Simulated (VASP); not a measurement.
A run of VASP 6.6.1 is set up as follows.

File POSCAR:

```
GaN
1.0
    0.0000000000      2.1099764705      2.1099764705
    2.1099764705      0.0000000000      2.1099764705
    2.1099764705      2.1099764705      0.0000000000
Ga N
1 1
Direct
    0.5000000000      0.5000000000      0.5000000000
    0.0000000000      0.0000000000      0.0000000000
```

File INCAR.step1:

```
PREC = Accurate ; ENCUT = 1460
ISMEAR = 0 ; SIGMA = 0.05
LREAL = F ; LASPH = T
NELM = 120 ; NBANDS = 16
GGA = PE ; ALGO = Normal
EDIFF = 1E-5 ; LWAVE = T
LCHARG = F ; GGA_COMPAT = F
```

INCAR.step2

```
PREC = Accurate ; ENCUT = 1460
EDIFF = 1E-6 ; ISMEAR = 0
SIGMA = 0.05 ; LREAL = F
LASPH = T ; NELM = 120
ALGO = Normal ; ISIF = 2
LWAVE = F ; LCHARG = T
METAGGA = R2SCAN ; LMIXTAU = T
LELF = T ; LVHAR = T
NBANDS = 16 ; ISTART = 1
GGA_COMPAT = F
```

Contents of KPOINTS:

```
regular mesh
0
Gamma
  10 10 10
```

Potentials or basis: VASP PAW PBE potentials, release 64 (Ga_d, N_h).

Run with:

```console
$ cat potpaw_PBE.64/Ga_d/POTCAR potpaw_PBE.64/N_h/POTCAR > POTCAR
$ cp INCAR.step1 INCAR
$ mpirun -np 1 vasp_std > vasp.out
$ cp INCAR.step2 INCAR
$ mpirun -np 1 vasp_std > vasp.out
```

(1) Predict the pressure.

(2) What does it give for the band gap on the k mesh?

Answers

(1) 0.5 GPa.

(2) 1.17 eV (least direct gap 3.38 eV).

Caveat: the PAW data sets were made with another functional, which shifts forces and pressure a little.
